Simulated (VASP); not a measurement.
# Be (Fd-3m) in VASP: further runs

Runs on Be. Level: LDA. Tasks: density of states.

All numbers are computed with VASP 6.6.1; they aren't measurements. Logs are shortened: lines on timing, memory, paths and dates and some standing lists are left out, and cuts for length are marked.

### 1 The cell of the first run

It takes space group Fd-3m (No. 227, cubic). Conventional cell: a = 4.824 Å, b = 4.824 Å, c = 4.824 Å, α = 90.00°, β = 90.00°, γ = 90.00°. Be (site symmetry -43m) has 4 Be at 2.09 Å within 2.8 Å.

### 2 Density of states, LDA

POSCAR

```
Be
1.0
    0.0000000000      2.4122195376      2.4122195376
    2.4122195376      0.0000000000      2.4122195376
    2.4122195376      2.4122195376      0.0000000000
Be
2
Direct
   -0.1250000000     -0.1250000000     -0.1250000000
    0.1250000000      0.1250000000      0.1250000000
```

INCAR.step1

```
PREC     = Accurate       # precision mode
ENCUT    = 520            # plane-wave cutoff, eV
EDIFF    = 1E-6           # SCF threshold, eV
ISMEAR   = -1             # smearing method
SIGMA    = 0.08           # smearing width, eV
LREAL    = False          # projectors in reciprocal space
LASPH    = True           # aspherical terms in the spheres
NELM     = 100            # most SCF steps
ALGO     = Normal         # electronic algorithm
ISIF     = 2              # what is computed and relaxed
LWAVE    = False          # write WAVECAR
LCHARG   = True           # write CHGCAR
GGA      = CA             # functional
NBANDS   = 9              # bands
```

KPOINTS.step1

```
regular mesh
0
Gamma
  15 15 15
```

INCAR.step2

```
PREC     = Accurate       # precision mode
ENCUT    = 520            # plane-wave cutoff, eV
EDIFF    = 1E-6           # SCF threshold, eV
ISMEAR   = -5             # smearing method
SIGMA    = 0.08           # smearing width, eV
LREAL    = False          # projectors in reciprocal space
LASPH    = True           # aspherical terms in the spheres
NELM     = 100            # most SCF steps
ALGO     = Normal         # electronic algorithm
ISIF     = 2              # what is computed and relaxed
LWAVE    = False          # write WAVECAR
LCHARG   = False          # write CHGCAR
GGA      = CA             # functional
LORBIT   = 11             # projections on sites
NBANDS   = 9              # bands
NEDOS    = 1001           # points of the DOS
ICHARG   = 11             # starting density
```

KPOINTS.step2

```
regular mesh
0
Gamma
  23 23 23
```

Potentials or basis: VASP PAW LDA potentials, release 64 (Be).

Command:

```console
$ cat potpaw_LDA.64/Be/POTCAR > POTCAR
$ cp INCAR.step1 INCAR
$ cp KPOINTS.step1 KPOINTS
$ mpirun -np 1 vasp_std > vasp.out
$ cp INCAR.step2 INCAR
$ cp KPOINTS.step2 KPOINTS
$ mpirun -np 1 vasp_std > vasp.out
```

OUTCAR:

```text
PREC = Accurate
   ENCUT = 520
   EDIFF = 1E-6
   ISMEAR = -5
   LREAL = False
   LASPH = True
   NELM = 100
   ISIF = 2
   GGA = CA
   LORBIT = 11
   ICHARG = 11

 ion  position               nearest neighbor table
   1  0.875  0.875  0.875-   2 2.09   2 2.09   2 2.09   2 2.09
   2  0.125  0.125  0.125-   1 2.09   1 2.09   1 2.09   1 2.09

  LATTYP: Found a face centered cubic cell.
 ALAT       =     4.8244390752

  Lattice vectors:

 A1 = (   0.0000000000,   2.4122195376,   2.4122195376)
 A2 = (   2.4122195376,   0.0000000000,   2.4122195376)
 A3 = (   2.4122195376,   2.4122195376,   0.0000000000)

Analysis of symmetry for initial positions (statically):
=====================================================================
 Subroutine PRICEL returns:
 Original cell was already a primitive cell.

 Routine SETGRP: Setting up the symmetry group for a
 face centered cubic supercell.

 Subroutine GETGRP returns: Found 48 space group operations
 (whereof 12 operations were pure point group operations)
 out of a pool of 48 trial point group operations.

The static configuration has the point symmetry D_3d.
 The point group associated with its full space group is O_h .

Analysis of symmetry for dynamics (positions and initial velocities):
=====================================================================
 Subroutine PRICEL returns:
 Original cell was already a primitive cell.

 Routine SETGRP: Setting up the symmetry group for a
 face centered cubic supercell.

 Subroutine GETGRP returns: Found 48 space group operations
 (whereof 12 operations were pure point group operations)
 out of a pool of 48 trial point group operations.

The dynamic configuration has the point symmetry D_3d.
 The point group associated with its full space group is O_h .

 Subroutine INISYM returns: Found 48 space group operations
 (whereof 12 operations are pure point group operations),
 and found     1 'primitive' translations

----------------------------------------------------------------------------------------

                                     Primitive cell

  volume of cell :      28.0725

  direct lattice vectors                    reciprocal lattice vectors
     0.000000000  2.412219538  2.412219538    -0.207277983  0.207277983  0.207277983
     2.412219538  0.000000000  2.412219538     0.207277983 -0.207277983  0.207277983
     2.412219538  2.412219538  0.000000000     0.207277983  0.207277983 -0.207277983

[... 91 lines left out ...]
   ISIF   =      2    stress and relaxation
   ISYM   =      2    0-nonsym 1-usesym 2-fastsym
   POTIM  = 0.5000    time-step for ionic-motion
   TEBEG  =    0.0;   TEEND  =   0.0 temperature during run
   PSTRESS=    0.0 pullay stress
   NELECT =       4.0000    total number of electrons
   NUPDOWN=      -1.0000    fix difference up-down
   EMIN   =  10.00;   EMAX   =-10.00  energy-range for DOS
   EFERMI =   0.00;   METHOD = LEGACY
   ISMEAR =    -5;   SIGMA  =   0.08  broadening in eV -4-tet -1-fermi 0-gaus
   EFERMI_NEDOS =   21; number of points for ismear=-14 and -15
   IALGO  =     38    algorithm
   IMIX   =      4    mixing-type and parameters
     AMIX     =   0.40;   BMIX     =  1.00
     AMIX_MAG =   1.60;   BMIX_MAG =  1.00
  volume/ion in A,a.u.               =      14.04        94.72
  Fermi-wavevector in a.u.,A,eV,Ry     =   0.855069  1.615847  9.947812  0.731144
  Thomas-Fermi vector in A             =   1.971762
   LORBIT       =     11    0 simple, 1 ext, 2 COOP (PROOUT), +10 PAW based schemes
   GGA     = CA    functional components
   LHFCALC =     F    Hartree Fock is set to
   AEXX    =    0.0000 exact exchange contribution
   IVDW    =     0    specifies the selected vdW correction
   LEPSILON=     F    determine dielectric tensor
   LRPA    =     F    only Hartree local field effects (RPA)
 non-spin polarized calculation
 Fermi weights with tetrahedron method with Bloechl corrections
  energy-cutoff  :      520.00
  volume of cell :       28.07
 maximum number of plane-waves:       769
 NGX is ok and might be reduce to    28

 number of electron       4.0000000 magnetization

 Free energy of the ion-electron system (eV)
  ---------------------------------------------------
  ext. energy  EPLUGINS =         0.00000000
  ---------------------------------------------------
  free energy    TOTEN  =        -4.94083325 eV

  energy without entropy =       -4.94083325  energy(sigma->0) =       -4.94083325

 E-fermi :   1.8529     XC(G=0):  -8.7200

 val. band max:        1.9193442955   @ k =  -0.1739   0.3043   0.1304
 cond. band min:       1.7820457537   @ k =  -0.4783   0.3478   0.1739
 fundamental gap:     -0.1372985418
 Fermi energy:         1.8529102846

 k-point     1 :       0.0000    0.0000    0.0000
  band No.  band energies     occupation
      1      -5.5365      2.00000
      2       6.6750      0.00000
      3       6.6750      0.00000
      4       6.6750      0.00000
      5       9.2846      0.00000
      6       9.2846      0.00000
      7       9.2846      0.00000
      8      16.4624      0.00000
      9      16.7017      0.00000
[... 265 lines left out ...]
 k-point    24 :      -0.4783    0.0435    0.0000
  band No.  band energies     occupation
      1      -1.8564      2.00000
      2      -1.6428      2.00000
      3       4.7665      0.00000
      4       4.8463      0.00000
      5      10.4180      0.00000
      6      10.5921      0.00000
      7      12.7618      0.00000
      8      14.1563      0.00000
      9      18.8223      0.00000

 [... further k-points ...]
[... 5 lines left out ...]
  --------------------------------------------------------------------------------------
  -------------------------------------------------------------------------------------
  Total        0.0269397      0.0269397      0.0269397      0.0000000     -0.0000000      0.0000000
  in kB        1.5375268      1.5375268      1.5375268      0.0000000     -0.0000000      0.0000000
  external PRESSURE =       1.5375268 kB  Pullay stress =       0.0000000 kB

 VOLUME and BASIS-vectors are now :
 -----------------------------------------------------------------------------
  energy-cutoff  :      520.00
  volume of cell :       28.07
      direct lattice vectors                 reciprocal lattice vectors
     0.000000000  2.412219538  2.412219538    -0.207277983  0.207277983  0.207277983
     2.412219538  0.000000000  2.412219538     0.207277983 -0.207277983  0.207277983
     2.412219538  2.412219538  0.000000000     0.207277983  0.207277983 -0.207277983

 POSITION                                       TOTAL-FORCE (eV/Angst)
 -----------------------------------------------------------------------------------
      4.22138      4.22138      4.22138        -0.000000     -0.000000      0.000000
      0.60305      0.60305      0.60305         0.000000      0.000000     -0.000000
 -----------------------------------------------------------------------------------
    total drift:                               -0.000000     -0.000000     -0.000000

  FREE ENERGIE OF THE ION-ELECTRON SYSTEM (eV)
  ---------------------------------------------------
  free  energy   TOTEN  =        -4.9408332508 eV

  energy  without entropy=       -4.9408332508  energy(sigma->0) =       -4.94083325

 total charge

# of ion       s       p       d       tot
------------------------------------------
    1        0.520   0.452   0.000   0.972
    2        0.520   0.452   0.000   0.972
--------------------------------------------------
tot          1.040   0.904   0.000   1.944
```

OUTCAR.step1:

```text
PREC = Accurate
   ENCUT = 520
   EDIFF = 1E-6
   ISMEAR = -1
   LREAL = False
[... 512 lines left out ...]
      4.22138      4.22138      4.22138         0.000000     -0.000000     -0.000000
      0.60305      0.60305      0.60305        -0.000000      0.000000      0.000000
 -----------------------------------------------------------------------------------
    total drift:                               -0.000000     -0.000000     -0.000000

  FREE ENERGIE OF THE ION-ELECTRON SYSTEM (eV)
  ---------------------------------------------------
  free  energy   TOTEN  =        -4.9506659599 eV

  energy  without entropy=       -4.9308797321  energy(sigma->0) =       -4.94077285
```

It took 29 s on 1 thread of Intel Xeon 6975P-C (Granite Rapids), shared host; peak memory 0.19 GiB.

What came out:

| Quantity | Value |
| --- | --- |
| Valence electrons inside the program's atomic spheres | Be 0.97 |

Caveat: tetrahedron occupations give inexact forces and stress in metals.

### 3 Density of states, LDA

POSCAR is that of step 2.

INCAR.step1

```
SYSTEM = Be
PREC = Accurate
ENCUT = 520
EDIFF = 1E-6
ISMEAR = -1
SIGMA = 0.08
LREAL = .False.
LASPH = .True.
NELM = 60
ALGO = Normal
ISIF = 2
LWAVE = .False.
LCHARG = .True.
NBANDS = 9
```

KPOINTS.step1

```
regular mesh
0
Gamma
  15 15 15
  0 0 0
```

INCAR.step2

```
SYSTEM = Be
PREC = Accurate
ENCUT = 520
EDIFF = 1E-6
ISMEAR = -5
SIGMA = 0.08
LREAL = .False.
LASPH = .True.
NELM = 60
ALGO = Normal
ISIF = 2
LWAVE = .False.
LCHARG = .False.
LORBIT = 11
NBANDS = 9
NEDOS = 1001
ICHARG = 11
```

KPOINTS.step2

```
regular mesh
0
Gamma
  23 23 23
  0 0 0
```

Potentials or basis: VASP PAW LDA potentials, release 64 (Be).

Command:

```console
$ cat potpaw_LDA.64/Be/POTCAR > POTCAR
$ cp INCAR.step1 INCAR
$ cp KPOINTS.step1 KPOINTS
$ mpirun -np 1 vasp_std > vasp.out
$ cp INCAR.step2 INCAR
$ cp KPOINTS.step2 KPOINTS
$ mpirun -np 1 vasp_std > vasp.out
```

OUTCAR:

```text
SYSTEM = Be
   PREC = Accurate
   ENCUT = 520
   EDIFF = 1E-6
   ISMEAR = -5
   LREAL = .False.
   LASPH = .True.
   NELM = 60
   ISIF = 2
   LORBIT = 11
   ICHARG = 11

 ion  position               nearest neighbor table
   1  0.875  0.875  0.875-   2 2.09   2 2.09   2 2.09   2 2.09
   2  0.125  0.125  0.125-   1 2.09   1 2.09   1 2.09   1 2.09

  LATTYP: Found a face centered cubic cell.
 ALAT       =     4.8244390752

  Lattice vectors:

 A1 = (   0.0000000000,   2.4122195376,   2.4122195376)
 A2 = (   2.4122195376,   0.0000000000,   2.4122195376)
 A3 = (   2.4122195376,   2.4122195376,   0.0000000000)

Analysis of symmetry for initial positions (statically):
=====================================================================
 Subroutine PRICEL returns:
 Original cell was already a primitive cell.

 Routine SETGRP: Setting up the symmetry group for a
 face centered cubic supercell.

 Subroutine GETGRP returns: Found 48 space group operations
 (whereof 12 operations were pure point group operations)
 out of a pool of 48 trial point group operations.

The static configuration has the point symmetry D_3d.
 The point group associated with its full space group is O_h .

Analysis of symmetry for dynamics (positions and initial velocities):
=====================================================================
 Subroutine PRICEL returns:
 Original cell was already a primitive cell.

 Routine SETGRP: Setting up the symmetry group for a
 face centered cubic supercell.

 Subroutine GETGRP returns: Found 48 space group operations
 (whereof 12 operations were pure point group operations)
 out of a pool of 48 trial point group operations.

The dynamic configuration has the point symmetry D_3d.
 The point group associated with its full space group is O_h .

 Subroutine INISYM returns: Found 48 space group operations
 (whereof 12 operations are pure point group operations),
 and found     1 'primitive' translations

----------------------------------------------------------------------------------------

                                     Primitive cell

  volume of cell :      28.0725

  direct lattice vectors                    reciprocal lattice vectors
     0.000000000  2.412219538  2.412219538    -0.207277983  0.207277983  0.207277983
     2.412219538  0.000000000  2.412219538     0.207277983 -0.207277983  0.207277983
     2.412219538  2.412219538  0.000000000     0.207277983  0.207277983 -0.207277983

  length of vectors
     3.411393585  3.411393585  3.411393585     0.359015998  0.359015998  0.359015998

  position of ions in fractional coordinates (direct lattice)
     0.875000000  0.875000000  0.875000000
     0.125000000  0.125000000  0.125000000

  ion indices of the primitive-cell ions
   primitive index   ion index
                 1           1
                 2           2

----------------------------------------------------------------------------------------

 KPOINTS: regular mesh

Automatic generation of k-mesh.
 Grid dimensions read from file:
 generate k-points for:   23   23   23

 Generating k-lattice:

  Cartesian coordinates                     Fractional coordinates (reciprocal lattice)
[... 41 lines left out ...]
  0.478261  0.043478  0.000000     24.000000
 -0.478261  0.043478  0.000000     24.000000
 [... further k-points ...]
   k-points           NKPTS =    364   k-points in BZ     NKDIM =    364   number of bands    NBANDS=      9
   number of dos      NEDOS =   1001   number of ions     NIONS =      2
   total plane-waves  NPLWV =  21952
   dimension x,y,z NGX =    28 NGY =   28 NGZ =   28
   dimension x,y,z NGXF=    56 NGYF=   56 NGZF=   56
   ions per type =               2
   NGX,Y,Z   is equivalent  to a cutoff of  13.65, 13.65, 13.65 a.u.
   NGXF,Y,Z  is equivalent  to a cutoff of  27.29, 27.29, 27.29 a.u.
 SYSTEM =  Be
   PREC   = accura    normal or accurate (medium, high low for compatibility)
   ISTART =      0    job   : 0-new  1-cont  2-samecut
   ICHARG =     11    charge: 1-file 2-atom 10-const
   ISPIN  =      1    spin polarized calculation?
   LNONCOLLINEAR =      F non collinear calculations
   LSORBIT =      F    spin-orbit coupling
   LASPH  =      T    aspherical Exc in radial PAW
   ENCUT  =  520.0 eV  38.22 Ry    6.18 a.u.   6.34  6.34  6.34*2*pi/ulx,y,z
   NELM   =     60;   NELMIN=  2; NELMDL=  0     # of ELM steps
   EDIFF  = 0.1E-05   stopping-criterion for ELM
   LREAL  =      F    real-space projection
   EDIFFG = 0.1E-04   stopping-criterion for IOM
   NSW    =      0    number of steps for IOM
   IBRION =     -1    ionic relax: 0-MD 1-quasi-New 2-CG
   NFREE  =      0    steps in history (QN), initial steepest desc. (CG)
   ISIF   =      2    stress and relaxation
   ISYM   =      2    0-nonsym 1-usesym 2-fastsym
   POTIM  = 0.5000    time-step for ionic-motion
   TEBEG  =    0.0;   TEEND  =   0.0 temperature during run
   PSTRESS=    0.0 pullay stress
   NELECT =       4.0000    total number of electrons
   NUPDOWN=      -1.0000    fix difference up-down
   EMIN   =  10.00;   EMAX   =-10.00  energy-range for DOS
   EFERMI =   0.00;   METHOD = LEGACY
   ISMEAR =    -5;   SIGMA  =   0.08  broadening in eV -4-tet -1-fermi 0-gaus
   EFERMI_NEDOS =   21; number of points for ismear=-14 and -15
   IALGO  =     38    algorithm
   IMIX   =      4    mixing-type and parameters
     AMIX     =   0.40;   BMIX     =  1.00
     AMIX_MAG =   1.60;   BMIX_MAG =  1.00
  volume/ion in A,a.u.               =      14.04        94.72
  Fermi-wavevector in a.u.,A,eV,Ry     =   0.855069  1.615847  9.947812  0.731144
  Thomas-Fermi vector in A             =   1.971762
   LORBIT       =     11    0 simple, 1 ext, 2 COOP (PROOUT), +10 PAW based schemes
   GGA     = CA    functional components
   LHFCALC =     F    Hartree Fock is set to
   AEXX    =    0.0000 exact exchange contribution
   IVDW    =     0    specifies the selected vdW correction
   LEPSILON=     F    determine dielectric tensor
   LRPA    =     F    only Hartree local field effects (RPA)
 non-spin polarized calculation
 Fermi weights with tetrahedron method with Bloechl corrections
  energy-cutoff  :      520.00
  volume of cell :       28.07
 maximum number of plane-waves:       769
 NGX is ok and might be reduce to    28

 number of electron       4.0000000 magnetization

 Free energy of the ion-electron system (eV)
  ---------------------------------------------------
  ext. energy  EPLUGINS =         0.00000000
  ---------------------------------------------------
  free energy    TOTEN  =        -4.94083325 eV

  energy without entropy =       -4.94083325  energy(sigma->0) =       -4.94083325

 E-fermi :   1.8529     XC(G=0):  -8.7200

 val. band max:        1.9193442955   @ k =  -0.1739   0.3043   0.1304
 cond. band min:       1.7820457537   @ k =  -0.4783   0.3478   0.1739
 fundamental gap:     -0.1372985418
 Fermi energy:         1.8529102846

 k-point     1 :       0.0000    0.0000    0.0000
  band No.  band energies     occupation
      1      -5.5365      2.00000
      2       6.6750      0.00000
      3       6.6750      0.00000
      4       6.6750      0.00000
      5       9.2846      0.00000
      6       9.2846      0.00000
      7       9.2846      0.00000
      8      16.4624      0.00000
      9      16.7017      0.00000
[... 265 lines left out ...]
 k-point    24 :      -0.4783    0.0435    0.0000
  band No.  band energies     occupation
      1      -1.8564      2.00000
      2      -1.6428      2.00000
      3       4.7665      0.00000
      4       4.8463      0.00000
      5      10.4180      0.00000
      6      10.5921      0.00000
      7      12.7618      0.00000
      8      14.1563      0.00000
      9      18.8223      0.00000

 [... further k-points ...]
[... 5 lines left out ...]
  --------------------------------------------------------------------------------------
  -------------------------------------------------------------------------------------
  Total        0.0269397      0.0269397      0.0269397      0.0000000     -0.0000000      0.0000000
  in kB        1.5375268      1.5375268      1.5375268      0.0000000     -0.0000000      0.0000000
  external PRESSURE =       1.5375268 kB  Pullay stress =       0.0000000 kB

 VOLUME and BASIS-vectors are now :
 -----------------------------------------------------------------------------
  energy-cutoff  :      520.00
  volume of cell :       28.07
      direct lattice vectors                 reciprocal lattice vectors
     0.000000000  2.412219538  2.412219538    -0.207277983  0.207277983  0.207277983
     2.412219538  0.000000000  2.412219538     0.207277983 -0.207277983  0.207277983
     2.412219538  2.412219538  0.000000000     0.207277983  0.207277983 -0.207277983

 POSITION                                       TOTAL-FORCE (eV/Angst)
 -----------------------------------------------------------------------------------
      4.22138      4.22138      4.22138        -0.000000     -0.000000      0.000000
      0.60305      0.60305      0.60305         0.000000      0.000000     -0.000000
 -----------------------------------------------------------------------------------
    total drift:                               -0.000000     -0.000000     -0.000000

  FREE ENERGIE OF THE ION-ELECTRON SYSTEM (eV)
  ---------------------------------------------------
  free  energy   TOTEN  =        -4.9408332508 eV

  energy  without entropy=       -4.9408332508  energy(sigma->0) =       -4.94083325

 total charge

# of ion       s       p       d       tot
------------------------------------------
    1        0.520   0.452   0.000   0.972
    2        0.520   0.452   0.000   0.972
--------------------------------------------------
tot          1.040   0.904   0.000   1.944
```

It took 28 s on 1 thread of Intel Xeon 6975P-C (Granite Rapids), shared host; peak memory 0.18 GiB.

Results:

* Valence electrons inside the program's atomic spheres: Be 0.97

Caveat: tetrahedron occupations give inexact forces and stress in metals.
